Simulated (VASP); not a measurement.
# Hf (P6_3/mmc) in VASP: further runs

Runs on Hf. Level: LDA. Tasks: single point.

All numbers are computed with VASP 6.6.1; they aren't measurements. Logs are shortened: lines on timing, memory, paths and dates and some standing lists are left out, and cuts for length are marked.

**1. The cell of the first run**

The structure is hexagonal, space group P6_3/mmc (No. 194). Conventional cell: a = 3.118 Å, b = 3.118 Å, c = 4.948 Å, α = 90.00°, β = 90.00°, γ = 120.00°. Within 4.0 Å of Hf (site symmetry -6m2) lie 12 Hf at 3.06 to 3.12 Å.

**2. Single point, LDA**

File INCAR:

```
PREC = Accurate
ENCUT = 520
EDIFF = 1E-7
ISMEAR = -1
SIGMA = 1.0
LREAL = False
LASPH = True
NELM = 100
ALGO = Normal
ISIF = 2
LWAVE = False
LCHARG = False
GGA = CA
NBANDS = 17
```

File KPOINTS:

```
Automatic mesh
0
Gamma
  12 12 7
```

File POSCAR:

```
Hf
1.0
    3.1183974891      0.0000000000      0.0000000000
   -1.5591987445      2.7006114446      0.0000000000
    0.0000000000      0.0000000000      4.9475473504
Hf
2
Direct
    0.3333333333      0.6666666667      0.2500000000
    0.6666666667      0.3333333333      0.7500000000
```

Potentials or basis: VASP PAW LDA potentials, release 64 (Hf_pv).

Run with:

```console
> cat potpaw_LDA.64/Hf_pv/POTCAR > POTCAR
> mpirun -np 1 vasp_std > vasp.out
```

OUTCAR:

```text
PREC = Accurate
   ENCUT = 520
   EDIFF = 1E-7
   ISMEAR = -1
   LREAL = False
   LASPH = True
   NELM = 100
   ISIF = 2
   GGA = CA

 ion  position               nearest neighbor table
   1  0.333  0.667  0.250-   2 3.06   2 3.06   2 3.06   2 3.06   2 3.06   2 3.06
   2  0.667  0.333  0.750-   1 3.06   1 3.06   1 3.06   1 3.06   1 3.06   1 3.06

  LATTYP: Found a hexagonal cell.
 ALAT       =     3.1183974891
 C/A-ratio  =     1.5865672570

  Lattice vectors:

 A1 = (   3.1183974891,   0.0000000000,   0.0000000000)
 A2 = (  -1.5591987445,   2.7006114446,   0.0000000000)
 A3 = (   0.0000000000,   0.0000000000,   4.9475473504)

Analysis of symmetry for initial positions (statically):
=====================================================================
 Subroutine PRICEL returns:
 Original cell was already a primitive cell.

 Routine SETGRP: Setting up the symmetry group for a
 hexagonal supercell.

 Subroutine GETGRP returns: Found 24 space group operations
 (whereof 12 operations were pure point group operations)
 out of a pool of 24 trial point group operations.

The static configuration has the point symmetry D_3d.
 The point group associated with its full space group is D_6h.

Analysis of symmetry for dynamics (positions and initial velocities):
=====================================================================
 Subroutine PRICEL returns:
 Original cell was already a primitive cell.

 Routine SETGRP: Setting up the symmetry group for a
 hexagonal supercell.

 Subroutine GETGRP returns: Found 24 space group operations
 (whereof 12 operations were pure point group operations)
 out of a pool of 24 trial point group operations.

The dynamic configuration has the point symmetry D_3d.
 The point group associated with its full space group is D_6h.

 Subroutine INISYM returns: Found 24 space group operations
 (whereof 12 operations are pure point group operations),
 and found     1 'primitive' translations

----------------------------------------------------------------------------------------

                                     Primitive cell

  volume of cell :      41.6662

  direct lattice vectors                    reciprocal lattice vectors
     3.118397489  0.000000000  0.000000000     0.320677529  0.185143257  0.000000000
    -1.559198744  2.700611445  0.000000000     0.000000000  0.370286515  0.000000000
     0.000000000  0.000000000  4.947547350     0.000000000  0.000000000  0.202120350

  length of vectors
     3.118397489  3.118397489  4.947547350     0.370286515  0.370286515  0.202120350

  position of ions in fractional coordinates (direct lattice)
     0.333333333  0.666666667  0.250000000
     0.666666667  0.333333333  0.750000000

  ion indices of the primitive-cell ions
   primitive index   ion index
                 1           1
                 2           2

----------------------------------------------------------------------------------------

 KPOINTS: Automatic mesh

Automatic generation of k-mesh.
 Grid dimensions read from file:
 generate k-points for:   12   12    7

 Generating k-lattice:

  Cartesian coordinates                     Fractional coordinates (reciprocal lattice)
     0.026723127  0.015428605  0.000000000     0.083333333  0.000000000  0.000000000
     0.000000000  0.030857210  0.000000000     0.000000000  0.083333333  0.000000000
     0.000000000  0.000000000  0.028874336     0.000000000  0.000000000  0.142857143

  Length of vectors
     0.030857210  0.030857210  0.028874336

  Shift w.r.t. Gamma in fractional coordinates (k-lattice)
     0.000000000  0.000000000  0.000000000

 Subroutine IBZKPT returns following result:
 ===========================================

 Found     76 irreducible k-points:

 Following reciprocal coordinates:
            Coordinates               Weight
  0.000000  0.000000  0.000000      1.000000
  0.083333 -0.000000  0.000000      6.000000
  0.166667 -0.000000  0.000000      6.000000
  0.250000 -0.000000  0.000000      6.000000
  0.333333 -0.000000  0.000000      6.000000
  0.416667 -0.000000  0.000000      6.000000
[... 16 lines left out ...]
  0.250000 -0.000000  0.142857     12.000000
  0.333333 -0.000000  0.142857     12.000000
 [... further k-points ...]
   k-points           NKPTS =     76   k-points in BZ     NKDIM =     76   number of bands    NBANDS=     17
   number of dos      NEDOS =    301   number of ions     NIONS =      2
   total plane-waves  NPLWV =  23040
   dimension x,y,z NGX =    24 NGY =   24 NGZ =   40
   dimension x,y,z NGXF=    48 NGYF=   48 NGZF=   80
   ions per type =               2
   NGX,Y,Z   is equivalent  to a cutoff of  12.79, 12.79, 13.44 a.u.
   NGXF,Y,Z  is equivalent  to a cutoff of  25.59, 25.59, 26.88 a.u.
 SYSTEM =  unknown system
   PREC   = accura    normal or accurate (medium, high low for compatibility)
   ISTART =      0    job   : 0-new  1-cont  2-samecut
   ICHARG =      2    charge: 1-file 2-atom 10-const
   ISPIN  =      1    spin polarized calculation?
   LNONCOLLINEAR =      F non collinear calculations
   LSORBIT =      F    spin-orbit coupling
   LASPH  =      T    aspherical Exc in radial PAW
   ENCUT  =  520.0 eV  38.22 Ry    6.18 a.u.   5.80  5.80  9.20*2*pi/ulx,y,z
   NELM   =    100;   NELMIN=  2; NELMDL= -5     # of ELM steps
   EDIFF  = 0.1E-06   stopping-criterion for ELM
   LREAL  =      F    real-space projection
   EDIFFG = 0.1E-05   stopping-criterion for IOM
   NSW    =      0    number of steps for IOM
   IBRION =     -1    ionic relax: 0-MD 1-quasi-New 2-CG
   NFREE  =      0    steps in history (QN), initial steepest desc. (CG)
   ISIF   =      2    stress and relaxation
   ISYM   =      2    0-nonsym 1-usesym 2-fastsym
   POTIM  = 0.5000    time-step for ionic-motion
   TEBEG  =    0.0;   TEEND  =   0.0 temperature during run
   PSTRESS=    0.0 pullay stress
   NELECT =      20.0000    total number of electrons
   NUPDOWN=      -1.0000    fix difference up-down
   EMIN   =  10.00;   EMAX   =-10.00  energy-range for DOS
   EFERMI =   0.00;   METHOD = LEGACY
   ISMEAR =    -1;   SIGMA  =   1.00  broadening in eV -4-tet -1-fermi 0-gaus
   EFERMI_NEDOS =   21; number of points for ismear=-14 and -15
   IALGO  =     38    algorithm
   IMIX   =      4    mixing-type and parameters
     AMIX     =   0.40;   BMIX     =  1.00
     AMIX_MAG =   1.60;   BMIX_MAG =  1.00
  volume/ion in A,a.u.               =      20.83       140.59
  Fermi-wavevector in a.u.,A,eV,Ry     =   1.281810  2.422270 22.354873  1.643037
  Thomas-Fermi vector in A             =   2.414158
   LORBIT       =      0    0 simple, 1 ext, 2 COOP (PROOUT), +10 PAW based schemes
   GGA     = CA    functional components
   LHFCALC =     F    Hartree Fock is set to
   AEXX    =    0.0000 exact exchange contribution
   IVDW    =     0    specifies the selected vdW correction
   LEPSILON=     F    determine dielectric tensor
   LRPA    =     F    only Hartree local field effects (RPA)
 non-spin polarized calculation
  energy-cutoff  :      520.00
  volume of cell :       41.67
 maximum number of plane-waves:      1136
 NGX is ok and might be reduce to    24
   NGX = 11   NGY = 11   NGZ = 19

 number of electron      19.9999997 magnetization

 Free energy of the ion-electron system (eV)
  ---------------------------------------------------
  ext. energy  EPLUGINS =         0.00000000
  ---------------------------------------------------
  free energy    TOTEN  =       -24.89746264 eV

  energy without entropy =      -18.24518937  energy(sigma->0) =      -21.57132601

 E-fermi :   5.1100     XC(G=0): -11.7775

 val. band max:        5.1044211961   @ k =   0.0833  -0.0000   0.4286
 cond. band min:       5.1206039703   @ k =   0.1667  -0.0000   0.4286
 fundamental gap:      0.0161827742
 Fermi energy:         5.1099705896

 k-point     1 :       0.0000    0.0000    0.0000
  band No.  band energies     occupation
      1     -25.3818      2.00000
      2     -24.4662      2.00000
      3     -24.4662      2.00000
      4     -24.3035      2.00000
      5     -24.3035      2.00000
      6     -24.2498      2.00000
[... 9 lines left out ...]
     16       8.1240      0.09359
     17      11.0748      0.00512

 k-point     2 :       0.0833   -0.0000    0.0000
  band No.  band energies     occupation
      1     -25.3584      2.00000
      2     -24.5178      2.00000
      3     -24.4833      2.00000
      4     -24.3581      2.00000
      5     -24.3103      2.00000
      6     -24.2604      2.00000
[... 9 lines left out ...]
     16       7.9052      0.11516
     17      11.2571      0.00427

 k-point     3 :       0.1667   -0.0000    0.0000
  band No.  band energies     occupation
      1     -25.2910      2.00000
      2     -24.6586      2.00000
      3     -24.5283      2.00000
      4     -24.5024      2.00000
      5     -24.3301      2.00000
      6     -24.2923      2.00000
[... 9 lines left out ...]
     16       8.1880      0.08804
     17      11.6319      0.00294

 k-point     4 :       0.2500   -0.0000    0.0000
  band No.  band energies     occupation
      1     -25.1891      2.00000
      2     -24.8503      2.00000
      3     -24.6895      2.00000
      4     -24.5869      2.00000
      5     -24.3593      2.00000
      6     -24.3457      2.00000
[... 9 lines left out ...]
     16       9.1389      0.03496
     17      11.9750      0.00209
[... 343 lines left out ...]
      1     -25.2530      2.00000
      2     -24.6439      2.00000
      3     -24.5381      2.00000
      4     -24.5187      2.00000
      5     -24.3401      2.00000
      6     -24.3153      2.00000
[... 9 lines left out ...]
     16       8.3318      0.07670
     17      11.6036      0.00302

 k-point    23 :       0.2500   -0.0000    0.1429
  band No.  band energies     occupation
      1     -25.1774      2.00000
      2     -24.8205      2.00000
      3     -24.7216      2.00000
      4     -24.5759      2.00000
      5     -24.3708      2.00000
      6     -24.3572      2.00000
[... 9 lines left out ...]
     16       9.0540      0.03800
     17      11.8583      0.00234

 k-point    24 :       0.3333   -0.0000    0.1429
  band No.  band energies     occupation
      1     -25.1490      2.00000
      2     -24.9518      2.00000
      3     -24.8743      2.00000
      4     -24.6309      2.00000
      5     -24.4165      2.00000
      6     -24.4028      2.00000
[... 9 lines left out ...]
     16      10.1502      0.01286
     17      12.0291      0.00198

 [... further k-points ...]

------------------------ aborting loop because EDIFF is reached ----------------------------------------

  FORCE on cell =-STRESS in cart. coord.  units (eV):
  Direction    XX          YY          ZZ          XY          YZ          ZX
  --------------------------------------------------------------------------------------
  -------------------------------------------------------------------------------------
  Total        2.4543868      2.4543868      3.6631145      0.0000000      0.0000000      0.0000000
  in kB       94.3778455     94.3778455    140.8567116      0.0000000      0.0000000      0.0000000
  external PRESSURE =     109.8708009 kB  Pullay stress =       0.0000000 kB

 VOLUME and BASIS-vectors are now :
 -----------------------------------------------------------------------------
  energy-cutoff  :      520.00
  volume of cell :       41.67
      direct lattice vectors                 reciprocal lattice vectors
     3.118397489  0.000000000  0.000000000     0.320677529  0.185143257  0.000000000
    -1.559198744  2.700611445  0.000000000     0.000000000  0.370286515  0.000000000
     0.000000000  0.000000000  4.947547350     0.000000000  0.000000000  0.202120350

 POSITION                                       TOTAL-FORCE (eV/Angst)
 -----------------------------------------------------------------------------------
     -0.00000      1.80041      1.23689        -0.000000     -0.000000      0.000000
      1.55920      0.90020      3.71066         0.000000      0.000000      0.000000
 -----------------------------------------------------------------------------------
    total drift:                               -0.000000      0.000000     -0.000000

  FREE ENERGIE OF THE ION-ELECTRON SYSTEM (eV)
  ---------------------------------------------------
  free  energy   TOTEN  =       -24.8974626399 eV

  energy  without entropy=      -18.2451893707  energy(sigma->0) =      -21.57132601
```

It took 32 s on 1 thread of Intel Xeon Platinum 8488C (Sapphire Rapids), shared host; peak memory 0.17 GiB.

Results:

- Free energy: -24.8975 eV
- Pressure: 11.0 GPa
- Band gap on the k mesh: zero (bands 10 and 11 overlap by 1.41 eV)

Caveat: the cell stands under pressure; so wide a smearing shifts energies and pressures; spin-orbit coupling is left out, which moves the levels of the heavy elements.

[end of part 1 of 2]
